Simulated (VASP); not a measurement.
# SnO (P4/nmm) in VASP: single point with PBE

Aim: the single point of SnO with PBE.

All numbers are computed with VASP 6.6.1; they aren't measurements. Logs are shortened: lines on timing, memory, paths and dates and some standing lists are left out, and cuts for length are marked.

## Step 1: The cell of the first run

The structure is tetragonal, space group P4/nmm (No. 129). The conventional cell has a = 3.750 Å, b = 3.750 Å, c = 4.779 Å, α = 90.00°, β = 90.00°, γ = 90.00°. Sn (site symmetry 4mm) has 4 O at 2.22 Å within 2.9 Å. O (site symmetry -4m2) has 4 Sn at 2.22 Å and 4 O at 2.65 Å within 2.9 Å.

## Step 2: Single point, PBE, non-collinear spin, zero start, spin-orbit coupling

Contents of INCAR:

```
PREC = Accurate
ENCUT = 600
EDIFF = 1E-6
ISMEAR = 0
SIGMA = 0.0333
LREAL = False
LASPH = True
NELM = 200
ALGO = Normal
ISIF = 2
LWAVE = False
LCHARG = False
MAGMOM = 0 0 0 0 0 0 0 0 0 0 0 0
LORBIT = 11
LSORBIT = True
GGA_COMPAT = False
LORBMOM = True
GGA = PE
NBANDS = 54
```

Contents of KPOINTS:

```
Automatic mesh
0
Gamma
  6 6 4
```

Contents of POSCAR:

```
SnO
1.0
    3.7499590600      0.0000000000      0.0000000000
    0.0000000000      3.7499590600      0.0000000000
    0.0000000000      0.0000000000      4.7788137300
Sn O
2 2
Direct
    0.5000000000      0.0000000000      0.2484434566
    0.0000000000      0.5000000000      0.7515565434
    0.0000000000      0.0000000000      0.0000000000
    0.5000000000      0.5000000000      0.0000000000
```

Potentials or basis: VASP PAW PBE potentials, release 64 (Sn_d, O).

Started as:

```sh
$ cat potpaw_PBE.64/Sn_d/POTCAR potpaw_PBE.64/O/POTCAR > POTCAR
$ mpirun -np 1 vasp_ncl > vasp.out
```

OUTCAR:

```text
PREC = Accurate
   ENCUT = 600
   EDIFF = 1E-6
   ISMEAR = 0
   LREAL = False
   LASPH = True
   NELM = 200
   ISIF = 2
   LORBIT = 11
   LSORBIT = True
   GGA = PE

 ion  position               nearest neighbor table
   1  0.500  0.000  0.248-   3 2.22   4 2.22   4 2.22   3 2.22   2 3.56   2 3.56   2 3.56   2 3.56
                             2 3.58   2 3.58   2 3.58   2 3.58
   2  0.000  0.500  0.752-   3 2.22   4 2.22   3 2.22   4 2.22   1 3.56   1 3.56   1 3.56   1 3.56
                             1 3.58   1 3.58   1 3.58   1 3.58
   3  0.000  0.000  0.000-   1 2.22   2 2.22   2 2.22   1 2.22
   4  0.500  0.500  0.000-   1 2.22   2 2.22   1 2.22   2 2.22

  LATTYP: Found a simple tetragonal cell.
 ALAT       =     3.7499590600
 C/A-ratio  =     1.2743642407

  Lattice vectors:

 A1 = (   3.7499590600,   0.0000000000,   0.0000000000)
 A2 = (   0.0000000000,   3.7499590600,   0.0000000000)
 A3 = (   0.0000000000,   0.0000000000,   4.7788137300)

Analysis of symmetry for initial positions (statically):
=====================================================================
 Subroutine PRICEL returns:
 Original cell was already a primitive cell.

 Routine SETGRP: Setting up the symmetry group for a
 simple tetragonal supercell.

 Subroutine GETGRP returns: Found 16 space group operations
 (whereof  8 operations were pure point group operations)
 out of a pool of 16 trial point group operations.

The static configuration has the point symmetry D_2d.
 The point group associated with its full space group is D_4h.

Analysis of symmetry for dynamics (positions and initial velocities):
=====================================================================
 Subroutine PRICEL returns:
 Original cell was already a primitive cell.

 Routine SETGRP: Setting up the symmetry group for a
 simple tetragonal supercell.

 Subroutine GETGRP returns: Found 16 space group operations
 (whereof  8 operations were pure point group operations)
 out of a pool of 16 trial point group operations.

The dynamic configuration has the point symmetry D_2d.
 The point group associated with its full space group is D_4h.

Analysis of structural, dynamic, and magnetic symmetry:
=====================================================================
 Subroutine PRICEL returns:
 Original cell was already a primitive cell.

 Routine SETGRP: Setting up the symmetry group for a
 simple tetragonal supercell.

 Subroutine GETGRP returns: Found 16 space group operations
 (whereof  8 operations were pure point group operations)
 out of a pool of 16 trial point group operations.

The overall configuration has the point symmetry D_2d.
 The point group associated with its full space group is D_4h.

 Subroutine INISYM returns: Found 16 space group operations
 (whereof  8 operations are pure point group operations),
 and found     1 'primitive' translations

----------------------------------------------------------------------------------------

                                     Primitive cell

  volume of cell :      67.2006

  direct lattice vectors                    reciprocal lattice vectors
     3.749959060  0.000000000  0.000000000     0.266669578  0.000000000  0.000000000
     0.000000000  3.749959060  0.000000000     0.000000000  0.266669578  0.000000000
     0.000000000  0.000000000  4.778813730     0.000000000  0.000000000  0.209256953

  length of vectors
     3.749959060  3.749959060  4.778813730     0.266669578  0.266669578  0.209256953

  position of ions in fractional coordinates (direct lattice)
     0.500000000  0.000000000  0.248443457
     0.000000000  0.500000000  0.751556543
     0.000000000  0.000000000  0.000000000
     0.500000000  0.500000000  0.000000000

  ion indices of the primitive-cell ions
   primitive index   ion index
                 1           1
                 2           2
                 3           3
                 4           4

----------------------------------------------------------------------------------------

 KPOINTS: Automatic mesh

Automatic generation of k-mesh.
 Grid dimensions read from file:
 generate k-points for:    6    6    4

 Generating k-lattice:

  Cartesian coordinates                     Fractional coordinates (reciprocal lattice)
     0.044444930  0.000000000  0.000000000     0.166666667  0.000000000  0.000000000
     0.000000000  0.044444930  0.000000000     0.000000000  0.166666667  0.000000000
     0.000000000  0.000000000  0.052314238     0.000000000  0.000000000  0.250000000

[... 68 lines left out ...]
   NUPDOWN=      -1.0000    fix difference up-down
   EMIN   =  10.00;   EMAX   =-10.00  energy-range for DOS
   EFERMI =   0.00;   METHOD = LEGACY
   ISMEAR =     0;   SIGMA  =   0.03  broadening in eV -4-tet -1-fermi 0-gaus
   EFERMI_NEDOS =   21; number of points for ismear=-14 and -15
   IALGO  =     38    algorithm
   IMIX   =      4    mixing-type and parameters
     AMIX     =   0.40;   BMIX     =  1.00
     AMIX_MAG =   1.60;   BMIX_MAG =  1.00
  volume/ion in A,a.u.               =      16.80       113.37
  Fermi-wavevector in a.u.,A,eV,Ry     =   1.377116  2.602371 25.802738  1.896448
  Thomas-Fermi vector in A             =   2.502299
   LORBIT       =     11    0 simple, 1 ext, 2 COOP (PROOUT), +10 PAW based schemes
   GGA     = PE    functional components
   LHFCALC =     F    Hartree Fock is set to
   AEXX    =    0.0000 exact exchange contribution
   IVDW    =     0    specifies the selected vdW correction
   LEPSILON=     F    determine dielectric tensor
   LRPA    =     F    only Hartree local field effects (RPA)
 Gauss-broadening in eV      SIGMA  =   0.03
  energy-cutoff  :      600.00
  volume of cell :       67.20
 maximum number of plane-waves:      4520
 NGX is ok and might be reduce to    30
   NGX = 15   NGY = 15   NGZ = 19

 number of electron      40.0000010 magnetization      -0.0000000     -0.0000000     -0.0000000

 number of electron      40.0000010 magnetization      -0.0000000      0.0000000      0.0000000

 number of electron      40.0000010 magnetization       0.0000000      0.0000000      0.0000000

 number of electron      40.0000010 magnetization       0.0000000     -0.0000000     -0.0000000

 Free energy of the ion-electron system (eV)
  ---------------------------------------------------
  ext. energy  EPLUGINS =         0.00000000
  ---------------------------------------------------
  free energy    TOTEN  =       -22.69301469 eV

  energy without entropy =      -22.69259899  energy(sigma->0) =      -22.69280684

 E-fermi :   7.7006     XC(G=0): -10.5010

 val. band max:        7.6847581541   @ k =   0.1667   0.0000   0.0000
 cond. band min:       7.8858070602   @ k =   0.0000   0.0000   0.0000
 fundamental gap:      0.2010489061
 Fermi energy:         7.7006401321

 k-point     1 :       0.0000    0.0000    0.0000
  band No.  band energies     occupation
      1     -14.7334      1.00000
      2     -14.7334      1.00000
      3     -14.5703      1.00000
      4     -14.5703      1.00000
      5     -14.5371      1.00000
      6     -14.5371      1.00000
[... 1309 lines left out ...]
     51      14.7027      0.00000
     52      14.7027      0.00000

 [... further k-points ...]

 [bands above 52 left out]

------------------------ aborting loop because EDIFF is reached ----------------------------------------

  FORCE on cell =-STRESS in cart. coord.  units (eV):
  Direction    XX          YY          ZZ          XY          YZ          ZX
  --------------------------------------------------------------------------------------
  -------------------------------------------------------------------------------------
  Total        2.7480872      2.7480872      1.2314834      0.0000000      0.0000000      0.0000000
  in kB       65.5191027     65.5191027     29.3606708      0.0000000      0.0000000      0.0000000
  external PRESSURE =      53.4662921 kB  Pullay stress =       0.0000000 kB

 VOLUME and BASIS-vectors are now :
 -----------------------------------------------------------------------------
  energy-cutoff  :      600.00
  volume of cell :       67.20
      direct lattice vectors                 reciprocal lattice vectors
     3.749959060  0.000000000  0.000000000     0.266669578  0.000000000  0.000000000
     0.000000000  3.749959060  0.000000000     0.000000000  0.266669578  0.000000000
     0.000000000  0.000000000  4.778813730     0.000000000  0.000000000  0.209256953

 POSITION                                       TOTAL-FORCE (eV/Angst)
 -----------------------------------------------------------------------------------
      1.87498      0.00000      1.18727         0.000000      0.000000      0.082457
      0.00000      1.87498      3.59155        -0.000000      0.000000     -0.082457
      0.00000      0.00000      0.00000         0.000000     -0.000000      0.000000
      1.87498      1.87498      0.00000         0.000000      0.000000      0.000000
 -----------------------------------------------------------------------------------
    total drift:                                0.000000      0.000000     -0.000000

  FREE ENERGIE OF THE ION-ELECTRON SYSTEM (eV)
  ---------------------------------------------------
  free  energy   TOTEN  =       -22.6930146893 eV

  energy  without entropy=      -22.6925989906  energy(sigma->0) =      -22.69280684

 orbital moment (x)

 # of ion     p       d       tot
 ----------------------------------------
  1         0.000   0.000   0.000
  2         0.000   0.000   0.000
  3         0.000   0.000   0.000
  4         0.000   0.000   0.000
 ----------------------------------------
            0.000   0.000   0.000

 orbital moment (y)

 # of ion     p       d       tot
 ----------------------------------------
  1        -0.000   0.000  -0.000
  2         0.000   0.000   0.000
  3         0.000   0.000   0.000
  4         0.000   0.000   0.000
 ----------------------------------------
            0.000   0.000   0.000

 orbital moment (z)

 # of ion     p       d       tot
 ----------------------------------------
  1         0.000  -0.000  -0.000
  2         0.000  -0.000  -0.000
  3         0.000   0.000   0.000
  4         0.000   0.000   0.000
 ----------------------------------------
            0.000  -0.000   0.000

 Spin-Orbit-Coupling matrix elements

 Ion:    1  E_soc:     -0.0775881
 l=   1
     0.0000000    -0.0075703    -0.0056893
    -0.0075703     0.0000000    -0.0075703
    -0.0056893    -0.0075703     0.0000000
 l=   2
     0.0000000    -0.0012053     0.0000000    -0.0012053    -0.0047428
    -0.0012053     0.0000000    -0.0036443    -0.0011712    -0.0011755
     0.0000000    -0.0036443     0.0000000    -0.0036443     0.0000000
    -0.0012053    -0.0011712    -0.0036443     0.0000000    -0.0011755
    -0.0047428    -0.0011755     0.0000000    -0.0011755     0.0000000
 l=   3
     0.0000000     0.0000000     0.0000000     0.0000000     0.0000000     0.0000000     0.0000000
     0.0000000     0.0000000     0.0000000     0.0000000     0.0000000     0.0000000     0.0000000
     0.0000000     0.0000000     0.0000000     0.0000000     0.0000000     0.0000000     0.0000000
     0.0000000     0.0000000     0.0000000     0.0000000     0.0000000     0.0000000     0.0000000
[... 49 lines left out ...]
 l=   2
     0.0000000     0.0000000     0.0000000     0.0000000     0.0000000
     0.0000000     0.0000000     0.0000000     0.0000000     0.0000000
     0.0000000     0.0000000     0.0000000     0.0000000     0.0000000
     0.0000000     0.0000000     0.0000000     0.0000000     0.0000000
     0.0000000     0.0000000     0.0000000     0.0000000     0.0000000
 l=   3
     0.0000000     0.0000000     0.0000000     0.0000000     0.0000000     0.0000000     0.0000000
     0.0000000     0.0000000     0.0000000     0.0000000     0.0000000     0.0000000     0.0000000
     0.0000000     0.0000000     0.0000000     0.0000000     0.0000000     0.0000000     0.0000000
     0.0000000     0.0000000     0.0000000     0.0000000     0.0000000     0.0000000     0.0000000
     0.0000000     0.0000000     0.0000000     0.0000000     0.0000000     0.0000000     0.0000000
     0.0000000     0.0000000     0.0000000     0.0000000     0.0000000     0.0000000     0.0000000
     0.0000000     0.0000000     0.0000000     0.0000000     0.0000000     0.0000000     0.0000000

 total charge

# of ion       s       p       d       tot
------------------------------------------
    1        1.239   0.819  10.083  12.141
    2        1.239   0.819  10.083  12.141
    3        1.575   3.445   0.000   5.020
    4        1.575   3.445   0.000   5.020
--------------------------------------------------
tot          5.629   8.527  20.166  34.321

 magnetization (x)

# of ion       s       p       d       tot
------------------------------------------
    1       -0.000   0.000   0.000  -0.000
    2        0.000   0.000   0.000   0.000
    3        0.000  -0.000   0.000  -0.000
    4        0.000  -0.000   0.000  -0.000
--------------------------------------------------
tot         -0.000  -0.000   0.000  -0.000

 magnetization (y)

# of ion       s       p       d       tot
------------------------------------------
    1        0.000   0.000   0.000   0.000
    2        0.000   0.000  -0.000  -0.000
    3        0.000   0.000   0.000   0.000
    4        0.000   0.000   0.000   0.000
--------------------------------------------------
tot          0.000   0.000  -0.000   0.000

 magnetization (z)

# of ion       s       p       d       tot
------------------------------------------
    1        0.000   0.000   0.000   0.000
    2        0.000   0.000   0.000   0.000
    3       -0.000  -0.000   0.000  -0.000
    4       -0.000  -0.000   0.000  -0.000
--------------------------------------------------
tot         -0.000  -0.000   0.000  -0.000
```

Wall time 5.6 min (1 thread of Intel Xeon 8259CL, shared host); peak memory 0.44 GiB.

What came out:

```yaml
Free_energy: -22.6930 eV
Pressure: 5.3 GPa
Largest_force: 0.082 eV/Å
Net_moment: 0.00 μB per cell
Valence_electrons_inside_the_program's_atomic_spheres: Sn 12.14; O 5.02
```

Forces in eV/Å, atoms in the order of the input:
```
Sn   0.000  0.000  0.082
Sn   0.000  0.000 -0.082
O    0.000  0.000  0.000
O    0.000  0.000  0.000
```

Stress tensor (GPa, compression positive):
```
6.55 0.00 0.00
0.00 6.55 0.00
0.00 0.00 2.94
```

Moments on the atoms (μB; x, y, z):
```
Sn  0.00 0.00 0.00
Sn  0.00 0.00 0.00
O   0.00 0.00 0.00
O   0.00 0.00 0.00
```

Caveat: the cell stands under pressure.
